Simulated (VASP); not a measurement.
# Zr (P6_3/mmc) in VASP: notebook

The runs below take Zr through single point, with r2SCAN.

Everything below comes from runs of VASP 6.6.1. Logs are shortened: lines on timing, memory, paths and dates and some standing lists are left out, and cuts for length are marked.

**1. The cell of the first run**

It takes space group P6_3/mmc (No. 194, hexagonal). The conventional cell has a = 3.287 Å, b = 3.287 Å, c = 5.225 Å, α = 90.00°, β = 90.00°, γ = 120.00°. Within 4.2 Å of Zr (site symmetry -6m2) lie 12 Zr at 3.23 to 3.29 Å.

**2. Single point, r2SCAN (24.45 Å³/atom)**

POSCAR

```
Zr
1.0
    3.2872799831      0.0000000000      0.0000000000
   -1.6436399915      2.8468679747      0.0000000000
    0.0000000000      0.0000000000      5.2252318951
Zr
2
Direct
    0.3333333333      0.6666666667      0.2500000000
    0.6666666667      0.3333333333      0.7500000000
```

INCAR.step1

```
SYSTEM = Zr
  ALGO = Normal
  EDIFF = 1E-4
  ENCUT = 520
  GGA = PE
  ISMEAR = -1
  LASPH = .TRUE.
  LCHARG = .FALSE.
  LREAL = .FALSE.
  LWAVE = .TRUE.
  NBANDS = 19
  NELM = 60
  PREC = Accurate
  SIGMA = 0.1
```

INCAR.step2

```
SYSTEM = Zr
  ALGO = Normal
  EDIFF = 1E-6
  ENCUT = 520
  ISIF = 2
  ISMEAR = -1
  ISTART = 1
  LASPH = .TRUE.
  LCHARG = .FALSE.
  LMIXTAU = .TRUE.
  LREAL = .FALSE.
  LWAVE = .FALSE.
  METAGGA = R2SCAN
  NBANDS = 19
  NELM = 60
  PREC = Accurate
  SIGMA = 0.1
```

KPOINTS

```
k-points
0
G
  18 18 10
  0 0 0
```

Potentials or basis: VASP PAW PBE potentials, release 64 (Zr_sv).

Started as:

```
> cat potpaw_PBE.64/Zr_sv/POTCAR > POTCAR
> cp INCAR.step1 INCAR
> mpirun -np 1 vasp_std > vasp.out
> cp INCAR.step2 INCAR
> mpirun -np 1 vasp_std > vasp.out
```

OUTCAR:

```text
SYSTEM = Zr
   EDIFF = 1E-6
   ENCUT = 520
   ISIF = 2
   ISMEAR = -1
   ISTART = 1
   LASPH = .TRUE.
   LREAL = .FALSE.
   METAGGA = R2SCAN
   NELM = 60
   PREC = Accurate

 ion  position               nearest neighbor table
   1  0.333  0.667  0.250-   2 3.23   2 3.23   2 3.23   2 3.23   2 3.23   2 3.23
   2  0.667  0.333  0.750-   1 3.23   1 3.23   1 3.23   1 3.23   1 3.23   1 3.23

  LATTYP: Found a hexagonal cell.
 ALAT       =     3.2872799831
 C/A-ratio  =     1.5895305304

  Lattice vectors:

 A1 = (   3.2872799831,   0.0000000000,   0.0000000000)
 A2 = (  -1.6436399915,   2.8468679747,   0.0000000000)
 A3 = (   0.0000000000,   0.0000000000,   5.2252318951)

Analysis of symmetry for initial positions (statically):
=====================================================================
 Subroutine PRICEL returns:
 Original cell was already a primitive cell.

 Routine SETGRP: Setting up the symmetry group for a
 hexagonal supercell.

 Subroutine GETGRP returns: Found 24 space group operations
 (whereof 12 operations were pure point group operations)
 out of a pool of 24 trial point group operations.

The static configuration has the point symmetry D_3d.
 The point group associated with its full space group is D_6h.

Analysis of symmetry for dynamics (positions and initial velocities):
=====================================================================
 Subroutine PRICEL returns:
 Original cell was already a primitive cell.

 Routine SETGRP: Setting up the symmetry group for a
 hexagonal supercell.

 Subroutine GETGRP returns: Found 24 space group operations
 (whereof 12 operations were pure point group operations)
 out of a pool of 24 trial point group operations.

The dynamic configuration has the point symmetry D_3d.
 The point group associated with its full space group is D_6h.

 Subroutine INISYM returns: Found 24 space group operations
 (whereof 12 operations are pure point group operations),
 and found     1 'primitive' translations

----------------------------------------------------------------------------------------

                                     Primitive cell

  volume of cell :      48.9001

  direct lattice vectors                    reciprocal lattice vectors
     3.287279983  0.000000000  0.000000000     0.304202868  0.175631608  0.000000000
    -1.643639991  2.846867975  0.000000000     0.000000000  0.351263216  0.000000000
     0.000000000  0.000000000  5.225231895     0.000000000  0.000000000  0.191379066

  length of vectors
     3.287279983  3.287279983  5.225231895     0.351263216  0.351263216  0.191379066

  position of ions in fractional coordinates (direct lattice)
     0.333333333  0.666666667  0.250000000
     0.666666667  0.333333333  0.750000000

  ion indices of the primitive-cell ions
   primitive index   ion index
                 1           1
                 2           2

----------------------------------------------------------------------------------------

 KPOINTS: k-points

Automatic generation of k-mesh.
 Grid dimensions read from file:
 generate k-points for:   18   18   10

 Generating k-lattice:

  Cartesian coordinates                     Fractional coordinates (reciprocal lattice)
     0.016900159  0.009757312  0.000000000     0.055555556  0.000000000  0.000000000
     0.000000000  0.019514623  0.000000000     0.000000000  0.055555556  0.000000000
     0.000000000  0.000000000  0.019137907     0.000000000  0.000000000  0.100000000

  Length of vectors
     0.019514623  0.019514623  0.019137907

  Shift w.r.t. Gamma in fractional coordinates (k-lattice)
     0.000000000  0.000000000  0.000000000

 Subroutine IBZKPT returns following result:
 ===========================================

 Found    222 irreducible k-points:

 Following reciprocal coordinates:
            Coordinates               Weight
  0.000000  0.000000  0.000000      1.000000
  0.055556  0.000000  0.000000      6.000000
  0.111111  0.000000  0.000000      6.000000
  0.166667  0.000000  0.000000      6.000000
  0.222222  0.000000  0.000000      6.000000
  0.277778  0.000000  0.000000      6.000000
[... 16 lines left out ...]
  0.333333  0.111111  0.000000     12.000000
  0.388889  0.111111  0.000000     12.000000
 [... further k-points ...]
   k-points           NKPTS =    222   k-points in BZ     NKDIM =    222   number of bands    NBANDS=     19
   number of dos      NEDOS =    301   number of ions     NIONS =      2
   total plane-waves  NPLWV =  23040
   dimension x,y,z NGX =    24 NGY =   24 NGZ =   40
   dimension x,y,z NGXF=    48 NGYF=   48 NGZF=   80
   ions per type =               2
   NGX,Y,Z   is equivalent  to a cutoff of  12.14, 12.14, 12.73 a.u.
   NGXF,Y,Z  is equivalent  to a cutoff of  24.27, 24.27, 25.45 a.u.
 SYSTEM =  Zr
   PREC   = accura    normal or accurate (medium, high low for compatibility)
   ISTART =      1    job   : 0-new  1-cont  2-samecut
   ICHARG =      0    charge: 1-file 2-atom 10-const
   ISPIN  =      1    spin polarized calculation?
   LNONCOLLINEAR =      F non collinear calculations
   LSORBIT =      F    spin-orbit coupling
   LASPH  =      T    aspherical Exc in radial PAW
   ENCUT  =  520.0 eV  38.22 Ry    6.18 a.u.   6.11  6.11  9.72*2*pi/ulx,y,z
   NELM   =     60;   NELMIN=  2; NELMDL=  0     # of ELM steps
   EDIFF  = 0.1E-05   stopping-criterion for ELM
   LREAL  =      F    real-space projection
   EDIFFG = 0.1E-04   stopping-criterion for IOM
   NSW    =      0    number of steps for IOM
   IBRION =     -1    ionic relax: 0-MD 1-quasi-New 2-CG
   NFREE  =      0    steps in history (QN), initial steepest desc. (CG)
   ISIF   =      2    stress and relaxation
   ISYM   =      2    0-nonsym 1-usesym 2-fastsym
   POTIM  = 0.5000    time-step for ionic-motion
   TEBEG  =    0.0;   TEEND  =   0.0 temperature during run
   PSTRESS=    0.0 pullay stress
   NELECT =      24.0000    total number of electrons
   NUPDOWN=      -1.0000    fix difference up-down
   EMIN   =  10.00;   EMAX   =-10.00  energy-range for DOS
   EFERMI =   0.00;   METHOD = LEGACY
   ISMEAR =    -1;   SIGMA  =   0.10  broadening in eV -4-tet -1-fermi 0-gaus
   EFERMI_NEDOS =   21; number of points for ismear=-14 and -15
   IALGO  =     38    algorithm
   IMIX   =      4    mixing-type and parameters
     AMIX     =   0.40;   BMIX     =  1.00
     AMIX_MAG =   1.60;   BMIX_MAG =  1.00
  volume/ion in A,a.u.               =      24.45       165.00
  Fermi-wavevector in a.u.,A,eV,Ry     =   1.291344  2.440287 22.688668  1.667570
  Thomas-Fermi vector in A             =   2.423120
   LORBIT       =      0    0 simple, 1 ext, 2 COOP (PROOUT), +10 PAW based schemes
   METAGGA = R2SCAN    functional components
   LHFCALC =     F    Hartree Fock is set to
   AEXX    =    0.0000 exact exchange contribution
   IVDW    =     0    specifies the selected vdW correction
   LEPSILON=     F    determine dielectric tensor
   LRPA    =     F    only Hartree local field effects (RPA)
 non-spin polarized calculation
  energy-cutoff  :      520.00
  volume of cell :       48.90
 maximum number of plane-waves:      1334
   NGX = 13   NGY = 13   NGZ = 19

 number of electron      24.0000001 magnetization

 Free energy of the ion-electron system (eV)
  ---------------------------------------------------
  ext. energy  EPLUGINS =         0.00000000
  ---------------------------------------------------
  free energy    TOTEN  =       -45.50896613 eV

  energy without entropy =      -45.44802177  energy(sigma->0) =      -45.47849395

 E-fermi :   8.4863     XC(G=0): -11.7084

 val. band max:        8.4829713370   @ k =   0.2222   0.2222   0.5000
 cond. band min:       8.4878893380   @ k =   0.3333   0.3333   0.3000
 fundamental gap:      0.0049180010
 Fermi energy:         8.4862699650

 k-point     1 :       0.0000    0.0000    0.0000
  band No.  band energies     occupation
      1     -42.1550      2.00000
      2     -42.0179      2.00000
      3     -19.9269      2.00000
      4     -19.1407      2.00000
      5     -19.1407      2.00000
      6     -19.0179      2.00000
[... 11 lines left out ...]
     18      10.7874      0.00000
     19      12.9925      0.00000

 k-point     2 :       0.0556    0.0000    0.0000
  band No.  band energies     occupation
      1     -42.1519      2.00000
      2     -42.0167      2.00000
      3     -19.9183      2.00000
      4     -19.1594      2.00000
      5     -19.1469      2.00000
      6     -19.0337      2.00000
[... 11 lines left out ...]
     18      10.7092      0.00000
     19      13.0497      0.00000

 k-point     3 :       0.1111    0.0000    0.0000
  band No.  band energies     occupation
      1     -42.1428      2.00000
      2     -42.0131      2.00000
      3     -19.8929      2.00000
      4     -19.2133      2.00000
      5     -19.1645      2.00000
      6     -19.0892      2.00000
[... 11 lines left out ...]
     18      10.5066      0.00000
     19      13.1909      0.00000

 k-point     4 :       0.1667    0.0000    0.0000
  band No.  band energies     occupation
      1     -42.1287      2.00000
      2     -42.0078      2.00000
      3     -19.8524      2.00000
      4     -19.2961      2.00000
      5     -19.1906      2.00000
      6     -19.1723      2.00000
[... 11 lines left out ...]
     18      10.8100      0.00000
     19      13.3599      0.00000

 k-point     5 :       0.2222    0.0000    0.0000
  band No.  band energies     occupation
      1     -42.1109      2.00000
      2     -42.0018      2.00000
      3     -19.7993      2.00000
      4     -19.3978      2.00000
      5     -19.2714      2.00000
      6     -19.2216      2.00000
[... 11 lines left out ...]
     18      11.2775      0.00000
     19      13.5161      0.00000
[... 334 lines left out ...]
      2     -41.9947      2.00000
      3     -19.7169      2.00000
      4     -19.5017      2.00000
      5     -19.4238      2.00000
      6     -19.2520      2.00000
[... 11 lines left out ...]
     18      12.2987      0.00000
     19      13.5224      0.00000

 k-point    22 :       0.2778    0.1111    0.0000
  band No.  band energies     occupation
      1     -42.0656      2.00000
      2     -41.9913      2.00000
      3     -19.6518      2.00000
      4     -19.5961      2.00000
      5     -19.4885      2.00000
      6     -19.2980      2.00000
[... 11 lines left out ...]
     18      12.9833      0.00000
     19      13.5823      0.00000

 k-point    23 :       0.3333    0.1111    0.0000
  band No.  band energies     occupation
      1     -42.0484      2.00000
      2     -41.9900      2.00000
      3     -19.6728      2.00000
      4     -19.5883      2.00000
      5     -19.5403      2.00000
      6     -19.3351      2.00000
[... 11 lines left out ...]
     18      13.6210      0.00000
     19      13.6791      0.00000

 k-point    24 :       0.3889    0.1111    0.0000
  band No.  band energies     occupation
      1     -42.0357      2.00000
      2     -41.9906      2.00000
      3     -19.7226      2.00000
      4     -19.5740      2.00000
      5     -19.5370      2.00000
      6     -19.3590      2.00000
[... 11 lines left out ...]
     18      13.6417      0.00000
     19      14.3049      0.00000

 [... further k-points ...]
[... 5 lines left out ...]
  --------------------------------------------------------------------------------------
  -------------------------------------------------------------------------------------
  Total       -1.0500789     -1.0500789     -1.0933942     -0.0000000      0.0000000     -0.0000000
  in kB      -34.4051079    -34.4051079    -35.8243051     -0.0000000      0.0000000     -0.0000000
  external PRESSURE =     -34.8781736 kB  Pullay stress =       0.0000000 kB

 VOLUME and BASIS-vectors are now :
 -----------------------------------------------------------------------------
  energy-cutoff  :      520.00
  volume of cell :       48.90
      direct lattice vectors                 reciprocal lattice vectors
     3.287279983  0.000000000  0.000000000     0.304202868  0.175631608  0.000000000
    -1.643639991  2.846867975  0.000000000     0.000000000  0.351263216  0.000000000
     0.000000000  0.000000000  5.225231895     0.000000000  0.000000000  0.191379066

 POSITION                                       TOTAL-FORCE (eV/Angst)
 -----------------------------------------------------------------------------------
     -0.00000      1.89791      1.30631         0.000000      0.000000      0.000000
      1.64364      0.94896      3.91892        -0.000000     -0.000000      0.000000
 -----------------------------------------------------------------------------------
    total drift:                               -0.000000      0.000000     -0.000000

  FREE ENERGIE OF THE ION-ELECTRON SYSTEM (eV)
  ---------------------------------------------------
  free  energy   TOTEN  =       -45.5089661316 eV

  energy  without entropy=      -45.4480217679  energy(sigma->0) =      -45.47849395
```

Run time: 11 min. Hardware: 1 thread of Intel Xeon 8259CL, shared host; peak memory 0.3 GiB.

What came out:

| Item | Value |
| --- | --- |
| Free energy | -45.5090 eV |
| Pressure | -3.5 GPa |
| Band gap on the k mesh | zero (bands 12 and 13 overlap by 1.32 eV) |

Stress tensor (GPa, compression positive):
```
-3.44  0.00  0.00
 0.00 -3.44  0.00
 0.00  0.00 -3.58
```

Levels at points of the mesh, in eV from the Fermi level:
```tsv
k point	band 8	band 9	band 10	band 11	band 12	band 13	band 14	band 15	band 16	band 17
(0.00, 0.00, 0.00)	-27.50	-5.91	-3.05	0.88	0.98	0.98	1.15	1.68	1.68	2.30
(0.50, 0.00, 0.00)	-27.60	-2.57	-2.50	-2.09	-0.46	0.70	0.83	1.53	4.91	5.29
(0.00, 0.00, 0.50)	-27.56	-4.17	-4.17	0.06	0.06	0.90	0.90	0.90	0.90	4.05
(0.50, 0.00, 0.50)	-27.71	-2.84	-2.84	-0.98	-0.98	1.42	1.42	2.33	2.33	5.13
```

Caveat: the cell stands under tension; the PAW data sets were made with another functional, which shifts forces and pressure a little.

**3. Single point, r2SCAN (25.39 Å³/atom)**

This run uses another cell than the first one, of 25.39 Å³/atom.

POSCAR

```
Zr
1.0
    3.3288955400      0.0000000000      0.0000000000
   -1.6644477700      2.8829081042      0.0000000000
    0.0000000000      0.0000000000      5.2913810933
Zr
2
Direct
    0.3333333333      0.6666666667      0.2500000000
    0.6666666667      0.3333333333      0.7500000000
```

INCAR.step1

```
PREC = Accurate ; ENCUT = 520
ISMEAR = -1 ; SIGMA = 0.1
LREAL = False ; LASPH = True
NELM = 80 ; NBANDS = 19
GGA = PE ; ALGO = Normal
EDIFF = 1E-4 ; LWAVE = True
LCHARG = False
```

INCAR.step2

```
PREC = Accurate ; ENCUT = 520
EDIFF = 1E-6 ; ISMEAR = -1
SIGMA = 0.1 ; LREAL = False
LASPH = True ; NELM = 80
ALGO = Normal ; ISIF = 2
LWAVE = False ; LCHARG = False
METAGGA = R2SCAN ; LMIXTAU = True
NBANDS = 19 ; ISTART = 1
```

KPOINTS

```
Automatic mesh
0
Gamma
  18 18 10
```

Potentials or basis: VASP PAW PBE potentials, release 64 (Zr_sv).

Started as:

```
> cat potpaw_PBE.64/Zr_sv/POTCAR > POTCAR
> cp INCAR.step1 INCAR
> mpirun -np 1 vasp_std > vasp.out
> cp INCAR.step2 INCAR
> mpirun -np 1 vasp_std > vasp.out
```

OUTCAR:

```text
PREC = Accurate
   ENCUT = 520
   EDIFF = 1E-6
   ISMEAR = -1
   LREAL = False
   LASPH = True
   NELM = 80
   ISIF = 2
   METAGGA = R2SCAN
   ISTART = 1

 ion  position               nearest neighbor table
   1  0.333  0.667  0.250-   2 3.27   2 3.27   2 3.27   2 3.27   2 3.27   2 3.27
   2  0.667  0.333  0.750-   1 3.27   1 3.27   1 3.27   1 3.27   1 3.27   1 3.27

  LATTYP: Found a hexagonal cell.
 ALAT       =     3.3288955400
 C/A-ratio  =     1.5895305304

  Lattice vectors:

 A1 = (   3.3288955400,   0.0000000000,   0.0000000000)
 A2 = (  -1.6644477700,   2.8829081042,   0.0000000000)
 A3 = (   0.0000000000,   0.0000000000,   5.2913810933)

Analysis of symmetry for initial positions (statically):
=====================================================================
 Subroutine PRICEL returns:
 Original cell was already a primitive cell.

 Routine SETGRP: Setting up the symmetry group for a
 hexagonal supercell.

[... 154 lines left out ...]
 maximum number of plane-waves:      1400
 NGX is ok and might be reduce to    28
   NGX = 13   NGY = 13   NGZ = 19

 number of electron      24.0000001 magnetization

 Free energy of the ion-electron system (eV)
  ---------------------------------------------------
  ext. energy  EPLUGINS =         0.00000000
  ---------------------------------------------------
  free energy    TOTEN  =       -45.45038192 eV

  energy without entropy =      -45.38730562  energy(sigma->0) =      -45.41884377

 E-fermi :   8.0878     XC(G=0): -11.5253

 val. band max:        8.0857446994   @ k =   0.0556   0.0000   0.5000
 cond. band min:       8.0908661225   @ k =   0.3333   0.2222   0.3000
 fundamental gap:      0.0051214231
 Fermi energy:         8.0878071894

 k-point     1 :       0.0000    0.0000    0.0000
  band No.  band energies     occupation
      1     -42.6429      2.00000
      2     -42.5261      2.00000
      3     -20.3520      2.00000
      4     -19.6558      2.00000
      5     -19.6558      2.00000
      6     -19.5484      2.00000
[... 505 lines left out ...]
      6     -19.8483      2.00000
[... 11 lines left out ...]
     18      13.0214      0.00000
     19      13.6390      0.00000

 [... further k-points ...]
[... 5 lines left out ...]
  --------------------------------------------------------------------------------------
  -------------------------------------------------------------------------------------
  Total       -2.0163947     -2.0163947     -2.0928141      0.0000000      0.0000000      0.0000000
  in kB      -63.6188936    -63.6188936    -66.0299882      0.0000000      0.0000000      0.0000000
  external PRESSURE =     -64.4225918 kB  Pullay stress =       0.0000000 kB

 VOLUME and BASIS-vectors are now :
 -----------------------------------------------------------------------------
  energy-cutoff  :      520.00
  volume of cell :       50.78
      direct lattice vectors                 reciprocal lattice vectors
     3.328895540  0.000000000  0.000000000     0.300399934  0.173435983  0.000000000
    -1.664447770  2.882908104  0.000000000     0.000000000  0.346871965  0.000000000
     0.000000000  0.000000000  5.291381093     0.000000000  0.000000000  0.188986577

 POSITION                                       TOTAL-FORCE (eV/Angst)
 -----------------------------------------------------------------------------------
     -0.00000      1.92194      1.32285         0.000000      0.000000      0.000000
      1.66445      0.96097      3.96854        -0.000000     -0.000000      0.000000
 -----------------------------------------------------------------------------------
    total drift:                                0.000000     -0.000000      0.000000

  FREE ENERGIE OF THE ION-ELECTRON SYSTEM (eV)
  ---------------------------------------------------
  free  energy   TOTEN  =       -45.4503819225 eV

  energy  without entropy=      -45.3873056190  energy(sigma->0) =      -45.41884377
```

Wall time 19 min (1 thread of Intel Xeon 8259CL, shared host); peak memory 0.31 GiB.

What came out:

```
Free energy            : -45.4504 eV
Pressure               : -6.4 GPa
Band gap on the k mesh : zero (bands 12 and 13 overlap by 1.33 eV)
```

Stress tensor (GPa, compression positive):
```
-6.36  0.00  0.00
 0.00 -6.36  0.00
 0.00  0.00 -6.60
```

Levels at points of the mesh, in eV from the Fermi level:
| k point | band 8 | band 9 | band 10 | band 11 | band 12 | band 13 | band 14 | band 15 | band 16 | band 17 |
| --- | --- | --- | --- | --- | --- | --- | --- | --- | --- | --- |
| (0.00, 0.00, 0.00) | -27.63 | -5.83 | -2.95 | 0.75 | 0.97 | 0.97 | 1.13 | 1.63 | 1.63 | 2.22 |
| (0.50, 0.00, 0.00) | -27.72 | -2.52 | -2.37 | -1.98 | -0.52 | 0.70 | 0.78 | 1.46 | 4.69 | 5.05 |
| (0.00, 0.00, 0.50) | -27.69 | -4.14 | -4.14 | 0.07 | 0.07 | 0.89 | 0.89 | 0.89 | 0.89 | 3.88 |
| (0.50, 0.00, 0.50) | -27.81 | -2.74 | -2.74 | -0.92 | -0.92 | 1.30 | 1.30 | 2.26 | 2.26 | 4.90 |

Caveat: the cell stands under tension; the PAW data sets were made with another functional, which shifts forces and pressure a little.

(Continued in part 2 of 2.)
